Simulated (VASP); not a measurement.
# Zr (P6_3/mmc) in VASP: further runs

Zr is run at these levels: PBEsol; tasks: electric field gradients, single point.

All numbers are computed with VASP 6.6.1; they aren't measurements. Logs are shortened: lines on timing, memory, paths and dates and some standing lists are left out, and cuts for length are marked.

## Step 1: The cell of the first run

Symmetry: P6_3/mmc, No. 194, hexagonal system. Conventional cell: a = 3.232 Å, b = 3.232 Å, c = 5.147 Å, α = 90.00°, β = 90.00°, γ = 120.00°. Zr (site symmetry -6m2) has 12 Zr at 3.18 to 3.23 Å within 4.2 Å.

## Step 2: Electric field gradients, PBEsol

File INCAR:

```
  ALGO = Normal
  EDIFF = 1E-8
  ENCUT = 520
  GGA = PS
  ISIF = 2
  ISMEAR = -1
  LASPH = T
  LCHARG = F
  LEFG = T
  LREAL = F
  LWAVE = F
  NBANDS = 19
  NELM = 80
  PREC = Accurate
  SIGMA = 0.08
```

File KPOINTS:

```
k-points
0
Gamma
  13 13 7
```

File POSCAR:

```
Zr
1.0
    3.2319982225      0.0000000000      0.0000000000
   -1.6159991112      2.7989925656      0.0000000000
    0.0000000000      0.0000000000      5.1470000000
Zr
2
Direct
    0.3333333333      0.6666666667      0.2500000000
    0.6666666667      0.3333333333      0.7500000000
```

Potentials or basis: VASP PAW PBE potentials, release 64 (Zr_sv).

Launch:

```
$ cat potpaw_PBE.64/Zr_sv/POTCAR > POTCAR
$ mpirun -np 1 vasp_std > vasp.out
```

OUTCAR:

```text
EDIFF = 1E-8
   ENCUT = 520
   GGA = PS
   ISIF = 2
   ISMEAR = -1
   LASPH = T
   LREAL = F
   NELM = 80
   PREC = Accurate

 ion  position               nearest neighbor table
   1  0.333  0.667  0.250-   2 3.18   2 3.18   2 3.18   2 3.18   2 3.18   2 3.18
   2  0.667  0.333  0.750-   1 3.18   1 3.18   1 3.18   1 3.18   1 3.18   1 3.18

  LATTYP: Found a hexagonal cell.
 ALAT       =     3.2319982225
 C/A-ratio  =     1.5925132521

  Lattice vectors:

 A1 = (   3.2319982225,   0.0000000000,   0.0000000000)
 A2 = (  -1.6159991112,   2.7989925656,   0.0000000000)
 A3 = (   0.0000000000,   0.0000000000,   5.1470000000)

Analysis of symmetry for initial positions (statically):
=====================================================================
 Subroutine PRICEL returns:
 Original cell was already a primitive cell.

 Routine SETGRP: Setting up the symmetry group for a
 hexagonal supercell.

 Subroutine GETGRP returns: Found 24 space group operations
 (whereof 12 operations were pure point group operations)
 out of a pool of 24 trial point group operations.

The static configuration has the point symmetry D_3d.
 The point group associated with its full space group is D_6h.

Analysis of symmetry for dynamics (positions and initial velocities):
=====================================================================
 Subroutine PRICEL returns:
 Original cell was already a primitive cell.

 Routine SETGRP: Setting up the symmetry group for a
 hexagonal supercell.

 Subroutine GETGRP returns: Found 24 space group operations
 (whereof 12 operations were pure point group operations)
 out of a pool of 24 trial point group operations.

The dynamic configuration has the point symmetry D_3d.
 The point group associated with its full space group is D_6h.

 Subroutine INISYM returns: Found 24 space group operations
 (whereof 12 operations are pure point group operations),
 and found     1 'primitive' translations

----------------------------------------------------------------------------------------

                                     Primitive cell

  volume of cell :      46.5615

  direct lattice vectors                    reciprocal lattice vectors
     3.231998223  0.000000000  0.000000000     0.309406111  0.178635701  0.000000000
    -1.615999111  2.798992566  0.000000000     0.000000000  0.357271403  0.000000000
     0.000000000  0.000000000  5.147000000     0.000000000  0.000000000  0.194287935

  length of vectors
     3.231998223  3.231998222  5.147000000     0.357271403  0.357271403  0.194287935

  position of ions in fractional coordinates (direct lattice)
     0.333333333  0.666666667  0.250000000
     0.666666667  0.333333333  0.750000000

  ion indices of the primitive-cell ions
   primitive index   ion index
                 1           1
                 2           2

----------------------------------------------------------------------------------------

 KPOINTS: k-points

Automatic generation of k-mesh.
 Grid dimensions read from file:
 generate k-points for:   13   13    7

 Generating k-lattice:

  Cartesian coordinates                     Fractional coordinates (reciprocal lattice)
     0.023800470  0.013741208  0.000000000     0.076923077  0.000000000  0.000000000
     0.000000000  0.027482416  0.000000000     0.000000000  0.076923077  0.000000000
     0.000000000  0.000000000  0.027755419     0.000000000  0.000000000  0.142857143

  Length of vectors
     0.027482416  0.027482416  0.027755419

  Shift w.r.t. Gamma in fractional coordinates (k-lattice)
     0.000000000  0.000000000  0.000000000

 Subroutine IBZKPT returns following result:
 ===========================================

 Found     84 irreducible k-points:

 Following reciprocal coordinates:
            Coordinates               Weight
  0.000000  0.000000  0.000000      1.000000
  0.076923 -0.000000  0.000000      6.000000
  0.153846 -0.000000  0.000000      6.000000
  0.230769 -0.000000  0.000000      6.000000
  0.307692 -0.000000  0.000000      6.000000
  0.384615 -0.000000  0.000000      6.000000
[... 16 lines left out ...]
  0.076923 -0.000000  0.142857     12.000000
  0.153846 -0.000000  0.142857     12.000000
 [... further k-points ...]
   k-points           NKPTS =     84   k-points in BZ     NKDIM =     84   number of bands    NBANDS=     19
   number of dos      NEDOS =    301   number of ions     NIONS =      2
   total plane-waves  NPLWV =  23040
   dimension x,y,z NGX =    24 NGY =   24 NGZ =   40
   dimension x,y,z NGXF=    48 NGYF=   48 NGZF=   80
   ions per type =               2
   NGX,Y,Z   is equivalent  to a cutoff of  12.35, 12.35, 12.92 a.u.
   NGXF,Y,Z  is equivalent  to a cutoff of  24.69, 24.69, 25.84 a.u.
 SYSTEM =  unknown system
   PREC   = accura    normal or accurate (medium, high low for compatibility)
   ISTART =      0    job   : 0-new  1-cont  2-samecut
   ICHARG =      2    charge: 1-file 2-atom 10-const
   ISPIN  =      1    spin polarized calculation?
   LNONCOLLINEAR =      F non collinear calculations
   LSORBIT =      F    spin-orbit coupling
   LASPH  =      T    aspherical Exc in radial PAW
   ENCUT  =  520.0 eV  38.22 Ry    6.18 a.u.   6.01  6.01  9.57*2*pi/ulx,y,z
   NELM   =     80;   NELMIN=  2; NELMDL= -5     # of ELM steps
   EDIFF  = 0.1E-07   stopping-criterion for ELM
   LREAL  =      F    real-space projection
   EDIFFG = 0.1E-06   stopping-criterion for IOM
   NSW    =      0    number of steps for IOM
   IBRION =     -1    ionic relax: 0-MD 1-quasi-New 2-CG
   NFREE  =      0    steps in history (QN), initial steepest desc. (CG)
   ISIF   =      2    stress and relaxation
   ISYM   =      2    0-nonsym 1-usesym 2-fastsym
   POTIM  = 0.5000    time-step for ionic-motion
   TEBEG  =    0.0;   TEEND  =   0.0 temperature during run
   PSTRESS=    0.0 pullay stress
   NELECT =      24.0000    total number of electrons
   NUPDOWN=      -1.0000    fix difference up-down
   EMIN   =  10.00;   EMAX   =-10.00  energy-range for DOS
   EFERMI =   0.00;   METHOD = LEGACY
   ISMEAR =    -1;   SIGMA  =   0.08  broadening in eV -4-tet -1-fermi 0-gaus
   EFERMI_NEDOS =   21; number of points for ismear=-14 and -15
   IALGO  =     38    algorithm
   IMIX   =      4    mixing-type and parameters
     AMIX     =   0.40;   BMIX     =  1.00
     AMIX_MAG =   1.60;   BMIX_MAG =  1.00
  volume/ion in A,a.u.               =      23.28       157.11
  Fermi-wavevector in a.u.,A,eV,Ry     =   1.312612  2.480476 23.442147  1.722949
  Thomas-Fermi vector in A             =   2.442992
   LORBIT       =      0    0 simple, 1 ext, 2 COOP (PROOUT), +10 PAW based schemes
   GGA     = PS    functional components
   LHFCALC =     F    Hartree Fock is set to
   AEXX    =    0.0000 exact exchange contribution
   IVDW    =     0    specifies the selected vdW correction
   LEPSILON=     F    determine dielectric tensor
   LRPA    =     F    only Hartree local field effects (RPA)
 non-spin polarized calculation
  energy-cutoff  :      520.00
  volume of cell :       46.56
 maximum number of plane-waves:      1275
   NGX = 13   NGY = 13   NGZ = 19

 number of electron      24.0000000 magnetization

 Free energy of the ion-electron system (eV)
  ---------------------------------------------------
  ext. energy  EPLUGINS =         0.00000000
  ---------------------------------------------------
  free energy    TOTEN  =       -18.16716917 eV

  energy without entropy =      -18.12175238  energy(sigma->0) =      -18.14446077

 E-fermi :   8.8551     XC(G=0): -11.2020

 val. band max:        8.8536641439   @ k =   0.0769   0.0769   0.1429
 cond. band min:       8.8741704629   @ k =   0.3077   0.2308   0.2857
 fundamental gap:      0.0205063191
 Fermi energy:         8.8550544310

 k-point     1 :       0.0000    0.0000    0.0000
  band No.  band energies     occupation
      1     -39.8685      2.00000
      2     -39.7122      2.00000
      3     -18.4213      2.00000
      4     -17.5454      2.00000
      5     -17.5454      2.00000
      6     -17.4029      2.00000
[... 11 lines left out ...]
     18      10.9952      0.00000
     19      13.3105      0.00000
[... 485 lines left out ...]
 k-point    24 :       0.1538   -0.0000    0.1429
  band No.  band energies     occupation
      1     -39.8356      2.00000
      2     -39.7090      2.00000
      3     -18.3128      2.00000
      4     -17.6864      2.00000
      5     -17.5974      2.00000
      6     -17.5861      2.00000
[... 11 lines left out ...]
     18      11.1553      0.00000
     19      13.6306      0.00000

 [... further k-points ...]

------------------------ aborting loop because EDIFF is reached ----------------------------------------

  FORCE on cell =-STRESS in cart. coord.  units (eV):
  Direction    XX          YY          ZZ          XY          YZ          ZX
  --------------------------------------------------------------------------------------
  -------------------------------------------------------------------------------------
  Total       -0.9995643     -0.9995643     -0.8113498     -0.0000000      0.0000000     -0.0000000
  in kB      -34.3949198    -34.3949197    -27.9184756     -0.0000000      0.0000000     -0.0000000
  external PRESSURE =     -32.2361050 kB  Pullay stress =       0.0000000 kB

 VOLUME and BASIS-vectors are now :
 -----------------------------------------------------------------------------
  energy-cutoff  :      520.00
  volume of cell :       46.56
      direct lattice vectors                 reciprocal lattice vectors
     3.231998223  0.000000000  0.000000000     0.309406111  0.178635701  0.000000000
    -1.615999111  2.798992566  0.000000000     0.000000000  0.357271403  0.000000000
     0.000000000  0.000000000  5.147000000     0.000000000  0.000000000  0.194287935

 POSITION                                       TOTAL-FORCE (eV/Angst)
 -----------------------------------------------------------------------------------
     -0.00000      1.86600      1.28675         0.000000     -0.000000      0.000000
      1.61600      0.93300      3.86025        -0.000000      0.000000      0.000000
 -----------------------------------------------------------------------------------
    total drift:                               -0.000000      0.000000     -0.000000

  FREE ENERGIE OF THE ION-ELECTRON SYSTEM (eV)
  ---------------------------------------------------
  free  energy   TOTEN  =       -18.1671691702 eV

  energy  without entropy=      -18.1217523752  energy(sigma->0) =      -18.14446077

 Electric field gradients (V/A^2)
---------------------------------------------------------------------
 ion       V_xx      V_yy      V_zz      V_xy      V_xz      V_yz
---------------------------------------------------------------------
   1     -20.832   -20.832    41.664     0.000     0.000    -0.000
   2     -20.832   -20.832    41.664     0.000    -0.000     0.000
---------------------------------------------------------------------

 Electric field gradients after diagonalization (V/A^2)
 (convention: |V_zz| > |V_xx| > |V_yy|)
----------------------------------------------------------------------
 ion       V_xx      V_yy      V_zz     asymmetry (V_yy - V_xx)/ V_zz
----------------------------------------------------------------------
   1     -20.832   -20.832    41.664       0.000
   2     -20.832   -20.832    41.664       0.000
----------------------------------------------------------------------

           NMR quadrupolar parameters

 Cq : quadrupolar parameter    Cq=e*Q*V_zz/h
 eta: asymmetry parameters     (V_yy - V_xx)/ V_zz
 Q  : nuclear electric quadrupole moment in mb (millibarn)
----------------------------------------------------------------------
 ion       Cq(MHz)       eta       Q (mb)
----------------------------------------------------------------------
   1       0.101       0.000       1.000
   2       0.101       0.000       1.000
----------------------------------------------------------------------
```

Wall time 61 s (1 thread of Intel Xeon Platinum 8259CL at 2.50GHz (Skylake/Cascade Lake), shared host); peak memory 0.19 GiB.

Results:

- Free energy: -18.1672 eV
- Pressure: -3.2 GPa
- Band gap on the k mesh: zero (bands 12 and 13 overlap by 1.08 eV)
- Largest electric field gradient by atom: Zr +41.7 V/Å²

Levels at points of the mesh, in eV from the Fermi level:
```csv
k point,band 8,band 9,band 10,band 11,band 12,band 13,band 14,band 15,band 16,band 17
"(0.00, 0.00, 0.00)",-26.26,-5.66,-3.03,0.87,0.87,1.02,1.20,1.56,1.56,2.14
```

Electric field gradients, principal values (V/Å²):
```csv
atom,least,middle,greatest (by size)
1 Zr,-20.832,-20.832,41.664
2 Zr,-20.832,-20.832,41.664
```

Caveat: the cell stands under tension; without QUAD_EFG the Cq values of the log hold for a quadrupole moment of 1 mb, not for the nuclei; the PAW data sets were made with another functional, which shifts forces and pressure a little.

(Part 1 of 3 ends here.)
